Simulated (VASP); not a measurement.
# LaMg2 (Fd-3m) in VASP: a series of runs

The runs below take LaMg2 through single point, relaxation of cell and atoms, with LDA.

All numbers are computed with VASP 6.6.1; they aren't measurements. Logs are shortened: lines on timing, memory, paths and dates and some standing lists are left out, and cuts for length are marked.

## Step 1: The cell of the first run

Symmetry: Fd-3m, No. 227, cubic system. Conventional cell: a = 8.566 Å, b = 8.566 Å, c = 8.566 Å, α = 90.00°, β = 90.00°, γ = 90.00°. Within 4.7 Å of La (site symmetry -43m) lie 12 Mg at 3.55 Å and 4 La at 3.71 Å. Within 4.0 Å of Mg (site symmetry -3m) lie 6 Mg at 3.03 Å and 6 La at 3.55 Å.

## Step 2: Single point, LDA

Contents of INCAR:

```
ALGO = Normal ; EDIFF = 1E-7
ENCUT = 520 ; ISIF = 2
ISMEAR = 0 ; LASPH = T
LCHARG = T ; LELF = T
LREAL = F ; LVHAR = T
LWAVE = F ; NBANDS = 24
NELM = 100 ; PREC = Accurate
SIGMA = 0.1
```

Contents of KPOINTS:

```
k-points
0
Gamma
  8 8 8
```

Contents of POSCAR:

```
LaMg2
1.0
    0.0000000000      4.2829499609      4.2829499609
    4.2829499609      0.0000000000      4.2829499609
    4.2829499609      4.2829499609      0.0000000000
La Mg
2 4
Direct
    0.7500000000      0.7500000000      0.7500000000
    0.5000000000      0.5000000000      0.5000000000
    0.1250000000      0.1250000000      0.1250000000
    0.6250000000      0.1250000000      0.1250000000
    0.1250000000      0.1250000000      0.6250000000
    0.1250000000      0.6250000000      0.1250000000
```

Potentials or basis: VASP PAW LDA potentials, release 64 (La, Mg).

Launch:

```sh
cat potpaw_LDA.64/La/POTCAR potpaw_LDA.64/Mg/POTCAR > POTCAR
mpirun -np 1 vasp_std > vasp.out
```

OUTCAR:

```text
EDIFF = 1E-7
   ENCUT = 520
   ISIF = 2
   ISMEAR = 0
   LASPH = T
   LREAL = F
   NELM = 100
   PREC = Accurate

 ion  position               nearest neighbor table
   1  0.750  0.750  0.750-   4 3.55   6 3.55   4 3.55   5 3.55   5 3.55   6 3.55   3 3.55   6 3.55
                             3 3.55   3 3.55   4 3.55   5 3.55
   2  0.500  0.500  0.500-   5 3.55   6 3.55   4 3.55   5 3.55   4 3.55   6 3.55   3 3.55   3 3.55
                             3 3.55   4 3.55   5 3.55   6 3.55
   3  0.125  0.125  0.125-   4 3.03   5 3.03   6 3.03   5 3.03   6 3.03   4 3.03   2 3.55   1 3.55
                             2 3.55   1 3.55   2 3.55   1 3.55
   4  0.625  0.125  0.125-   3 3.03   5 3.03   6 3.03   3 3.03   5 3.03   6 3.03   1 3.55   2 3.55
                             1 3.55   2 3.55   1 3.55   2 3.55
   5  0.125  0.125  0.625-   3 3.03   3 3.03   4 3.03   6 3.03   6 3.03   4 3.03   2 3.55   1 3.55
                             2 3.55   1 3.55   1 3.55   2 3.55
   6  0.125  0.625  0.125-   3 3.03   5 3.03   3 3.03   4 3.03   5 3.03   4 3.03   2 3.55   1 3.55
                             2 3.55   1 3.55   1 3.55   2 3.55

  LATTYP: Found a face centered cubic cell.
 ALAT       =     8.5658999218

  Lattice vectors:

 A1 = (   0.0000000000,   4.2829499609,   4.2829499609)
 A2 = (   4.2829499609,   0.0000000000,   4.2829499609)
 A3 = (   4.2829499609,   4.2829499609,   0.0000000000)

Analysis of symmetry for initial positions (statically):
=====================================================================
 Subroutine PRICEL returns:
 Original cell was already a primitive cell.

 Routine SETGRP: Setting up the symmetry group for a
 face centered cubic supercell.

 Subroutine GETGRP returns: Found 48 space group operations
 (whereof 24 operations were pure point group operations)
 out of a pool of 48 trial point group operations.

The static configuration has the point symmetry T_d .
 The point group associated with its full space group is O_h .

Analysis of symmetry for dynamics (positions and initial velocities):
=====================================================================
 Subroutine PRICEL returns:
 Original cell was already a primitive cell.

 Routine SETGRP: Setting up the symmetry group for a
 face centered cubic supercell.

 Subroutine GETGRP returns: Found 48 space group operations
 (whereof 24 operations were pure point group operations)
 out of a pool of 48 trial point group operations.

The dynamic configuration has the point symmetry T_d .
 The point group associated with its full space group is O_h .

 Subroutine INISYM returns: Found 48 space group operations
 (whereof 24 operations are pure point group operations),
 and found     1 'primitive' translations

----------------------------------------------------------------------------------------

                                     Primitive cell

  volume of cell :     157.1300

  direct lattice vectors                    reciprocal lattice vectors
     0.000000000  4.282949961  4.282949961    -0.116741966  0.116741966  0.116741966
     4.282949961  0.000000000  4.282949961     0.116741966 -0.116741966  0.116741966
     4.282949961  4.282949961  0.000000000     0.116741966  0.116741966 -0.116741966

  length of vectors
     6.057005922  6.057005922  6.057005922     0.202203017  0.202203017  0.202203017

  position of ions in fractional coordinates (direct lattice)
     0.750000000  0.750000000  0.750000000
     0.500000000  0.500000000  0.500000000
     0.125000000  0.125000000  0.125000000
     0.625000000  0.125000000  0.125000000
     0.125000000  0.125000000  0.625000000
     0.125000000  0.625000000  0.125000000

  ion indices of the primitive-cell ions
   primitive index   ion index
                 1           1
                 2           2
                 3           3
                 4           4
                 5           5
                 6           6

----------------------------------------------------------------------------------------

 KPOINTS: k-points

Automatic generation of k-mesh.
 Grid dimensions read from file:
 generate k-points for:    8    8    8

 Generating k-lattice:

  Cartesian coordinates                     Fractional coordinates (reciprocal lattice)
    -0.014592746  0.014592746  0.014592746     0.125000000  0.000000000  0.000000000
     0.014592746 -0.014592746  0.014592746     0.000000000  0.125000000  0.000000000
     0.014592746  0.014592746 -0.014592746     0.000000000  0.000000000  0.125000000

  Length of vectors
     0.025275377  0.025275377  0.025275377

  Shift w.r.t. Gamma in fractional coordinates (k-lattice)
     0.000000000  0.000000000  0.000000000

 Subroutine IBZKPT returns following result:
 ===========================================

 Found     29 irreducible k-points:

 Following reciprocal coordinates:
            Coordinates               Weight
  0.000000  0.000000  0.000000      1.000000
  0.125000  0.000000  0.000000      8.000000
  0.250000  0.000000  0.000000      8.000000
  0.375000  0.000000  0.000000      8.000000
  0.500000  0.000000  0.000000      4.000000
  0.125000  0.125000  0.000000      6.000000
[... 16 lines left out ...]
  0.500000  0.250000  0.125000     48.000000
 -0.375000  0.250000  0.125000     24.000000
 [... further k-points ...]
   k-points           NKPTS =     29   k-points in BZ     NKDIM =     29   number of bands    NBANDS=     24
   number of dos      NEDOS =    301   number of ions     NIONS =      6
   total plane-waves  NPLWV = 110592
   dimension x,y,z NGX =    48 NGY =   48 NGZ =   48
   dimension x,y,z NGXF=    96 NGYF=   96 NGZF=   96
   ions per type =               2   4
   NGX,Y,Z   is equivalent  to a cutoff of  13.17, 13.17, 13.17 a.u.
   NGXF,Y,Z  is equivalent  to a cutoff of  26.35, 26.35, 26.35 a.u.
 SYSTEM =  unknown system
   PREC   = accura    normal or accurate (medium, high low for compatibility)
   ISTART =      0    job   : 0-new  1-cont  2-samecut
   ICHARG =      2    charge: 1-file 2-atom 10-const
   ISPIN  =      1    spin polarized calculation?
   LNONCOLLINEAR =      F non collinear calculations
   LSORBIT =      F    spin-orbit coupling
   LASPH  =      T    aspherical Exc in radial PAW
   ENCUT  =  520.0 eV  38.22 Ry    6.18 a.u.  11.26 11.26 11.26*2*pi/ulx,y,z
   NELM   =    100;   NELMIN=  2; NELMDL= -5     # of ELM steps
   EDIFF  = 0.1E-06   stopping-criterion for ELM
   LREAL  =      F    real-space projection
   EDIFFG = 0.1E-05   stopping-criterion for IOM
   NSW    =      0    number of steps for IOM
   IBRION =     -1    ionic relax: 0-MD 1-quasi-New 2-CG
   NFREE  =      0    steps in history (QN), initial steepest desc. (CG)
   ISIF   =      2    stress and relaxation
   ISYM   =      2    0-nonsym 1-usesym 2-fastsym
   POTIM  = 0.5000    time-step for ionic-motion
   TEBEG  =    0.0;   TEEND  =   0.0 temperature during run
   PSTRESS=    0.0 pullay stress
   NELECT =      30.0000    total number of electrons
   NUPDOWN=      -1.0000    fix difference up-down
   EMIN   =  10.00;   EMAX   =-10.00  energy-range for DOS
   EFERMI =   0.00;   METHOD = LEGACY
   ISMEAR =     0;   SIGMA  =   0.10  broadening in eV -4-tet -1-fermi 0-gaus
   EFERMI_NEDOS =   21; number of points for ismear=-14 and -15
   IALGO  =     38    algorithm
   IMIX   =      4    mixing-type and parameters
     AMIX     =   0.40;   BMIX     =  1.00
     AMIX_MAG =   1.60;   BMIX_MAG =  1.00
  volume/ion in A,a.u.               =      26.19       176.73
  Fermi-wavevector in a.u.,A,eV,Ry     =   0.942676  1.781399 12.090643  0.888637
  Thomas-Fermi vector in A             =   2.070308
   LORBIT       =      0    0 simple, 1 ext, 2 COOP (PROOUT), +10 PAW based schemes
   GGA     = CA    functional components
   LHFCALC =     F    Hartree Fock is set to
   AEXX    =    0.0000 exact exchange contribution
   IVDW    =     0    specifies the selected vdW correction
   LEPSILON=     F    determine dielectric tensor
   LRPA    =     F    only Hartree local field effects (RPA)
 non-spin polarized calculation
 Gauss-broadening in eV      SIGMA  =   0.10
  energy-cutoff  :      520.00
  volume of cell :      157.13
 maximum number of plane-waves:      4279
 NGX is ok and might be reduce to    48
   NGX = 23   NGY = 23   NGZ = 23

 number of electron      29.9999999 magnetization

 Free energy of the ion-electron system (eV)
  ---------------------------------------------------
  ext. energy  EPLUGINS =         0.00000000
  ---------------------------------------------------
  free energy    TOTEN  =       -19.16182368 eV

  energy without entropy =      -19.13138757  energy(sigma->0) =      -19.14660562

 E-fermi :   5.0456     XC(G=0):  -9.3761

 val. band max:        5.0336120086   @ k =   0.5000   0.3750   0.1250
 cond. band min:       5.0528620097   @ k =   0.5000   0.1250   0.0000
 fundamental gap:      0.0192500011
 Fermi energy:         5.0456117803

 k-point     1 :       0.0000    0.0000    0.0000
  band No.  band energies     occupation
      1     -27.6781      2.00000
      2     -27.5297      2.00000
      3     -11.5815      2.00000
      4     -11.5815      2.00000
      5     -11.5815      2.00000
      6     -11.1786      2.00000
[... 16 lines left out ...]
     23       6.6085      0.00000
     24       6.6085      0.00000

 k-point     2 :       0.1250    0.0000    0.0000
  band No.  band energies     occupation
      1     -27.6739      2.00000
      2     -27.5340      2.00000
      3     -11.5902      2.00000
      4     -11.5902      2.00000
      5     -11.5837      2.00000
      6     -11.1793      2.00000
[... 16 lines left out ...]
     23       6.6013      0.00000
     24       6.6417      0.00000
[... 565 lines left out ...]
     23       6.6442      0.00000
     24       6.7097      0.00000

 k-point    24 :      -0.3750    0.2500    0.1250
  band No.  band energies     occupation
      1     -27.6304      2.00000
      2     -27.5781      2.00000
      3     -11.6901      2.00000
      4     -11.6558      2.00000
      5     -11.5068      2.00000
      6     -11.2649      2.00000
[... 16 lines left out ...]
     23       6.6512      0.00000
     24       6.6817      0.00000

 [... further k-points ...]

------------------------ aborting loop because EDIFF is reached ----------------------------------------

  FORCE on cell =-STRESS in cart. coord.  units (eV):
  Direction    XX          YY          ZZ          XY          YZ          ZX
  --------------------------------------------------------------------------------------
  -------------------------------------------------------------------------------------
  Total       -0.3421086     -0.3421086     -0.3421086      0.0000000     -0.0000000      0.0000000
  in kB       -3.4883137     -3.4883137     -3.4883137      0.0000000     -0.0000000      0.0000000
  external PRESSURE =      -3.4883137 kB  Pullay stress =       0.0000000 kB

 VOLUME and BASIS-vectors are now :
 -----------------------------------------------------------------------------
  energy-cutoff  :      520.00
  volume of cell :      157.13
      direct lattice vectors                 reciprocal lattice vectors
     0.000000000  4.282949961  4.282949961    -0.116741966  0.116741966  0.116741966
     4.282949961  0.000000000  4.282949961     0.116741966 -0.116741966  0.116741966
     4.282949961  4.282949961  0.000000000     0.116741966  0.116741966 -0.116741966

 POSITION                                       TOTAL-FORCE (eV/Angst)
 -----------------------------------------------------------------------------------
      6.42442      6.42442      6.42442        -0.000000      0.000000      0.000000
      4.28295      4.28295      4.28295         0.000000     -0.000000     -0.000000
      1.07074      1.07074      1.07074        -0.000000      0.000000      0.000000
      1.07074      3.21221      3.21221        -0.000000      0.000000      0.000000
      3.21221      3.21221      1.07074        -0.000000      0.000000      0.000000
      3.21221      1.07074      3.21221        -0.000000      0.000000      0.000000
 -----------------------------------------------------------------------------------
    total drift:                               -0.000000     -0.000000     -0.000000

  FREE ENERGIE OF THE ION-ELECTRON SYSTEM (eV)
  ---------------------------------------------------
  free  energy   TOTEN  =       -19.1618236773 eV

  energy  without entropy=      -19.1313875694  energy(sigma->0) =      -19.14660562
```

Run time: 1.8 min. Hardware: 1 thread of AMD EPYC 9R45 (Zen 5), shared host; peak memory 0.29 GiB.

What came out:

```yaml
Free_energy: -19.1618 eV
Pressure: -0.3 GPa
Band_gap_on_the_k_mesh: zero (bands 15 and 16 overlap by 1.00 eV)
```

Caveat: spin-orbit coupling is left out, which moves the levels of the heavy elements.

[end of part 1 of 2]

The gap in the log of VASP goes by the Fermi energy; the results here count the filled bands.